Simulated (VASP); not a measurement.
Br:

```
CELL_PARAMETERS angstrom
3.36325 -2.32255 0.00000
3.36325 2.32255 0.00000
0.00000 0.00000 8.70230
ATOMIC_POSITIONS crystal
Br 0.36210 0.64457 0.38555
Br 0.13829 0.86548 0.88671
Br 0.62662 0.35413 0.61351
Br 0.86227 0.12977 0.10185
```

This cell differs from its parent crystal: atoms moved at random.

Base run:

| Item | Value |
| --- | --- |
| Program | VASP 6.6.1 |
| Functional | PBEsol |
| Potentials or basis | VASP PAW PBE potentials, release 64 (Br) |
| Cutoff | 520 eV |
| k mesh | 7 × 7 × 3 |
| Occupations | fermi-dirac, width 0.05 eV |
| Spin | no spin polarisation |

Its results: band gap on the k mesh 1.65 eV, indirect (least direct gap 1.71 eV); pressure -0.3 GPa; largest force 1.286 eV/Å.

Q: The run is repeated on the same cell with these changes: functional from PBEsol to PBE. What comes out?

A: Band gap on the k mesh 1.71 eV, indirect (least direct gap 1.77 eV); pressure 1.4 GPa; largest force 1.435 eV/Å.

PBE binds less tightly than PBEsol, so the same cell stands under more pressure.

Caveats: the PAW data sets were made with another functional, which shifts forces and pressure a little (some runs); forces of over 1 eV/Å act on the atoms, so gaps and moduli don't describe the material at rest (some runs).

A k mesh can miss the band edges.
